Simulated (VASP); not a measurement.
Runs of VASP 6.6.1 on Si. The structure is that of space group Fd-3m (No. 227), or close to it. The cells are those of the table. 

```tsv
task	cell	gap on the mesh (eV)	pressure (GPa)
single point	a = 3.887 Å, angles 60.0°, 2 atoms	(b)	-1.3
single point	a = 3.868 Å, angles 60.0°, 2 atoms	0.65	(a)
relaxation of volume and atoms at fixed shape	relaxed from a = 3.838 Å, angles 60.0°, 2 atoms	0.65	0.0
single point	a = 3.848 Å, angles 60.0°, 2 atoms	0.63	1.3
```

Alike in all rows: level PBE; potentials or basis VASP PAW PBE potentials, release 64 (Si); no spin polarisation; k mesh 8 × 8 × 8; cutoff (eV) 500; smearing fermi-dirac 0.02 eV.

**Question.** Estimate the missing entries.

**Answer.** (a) -0.1; (b) 0.67.

A k mesh can miss the band edges.
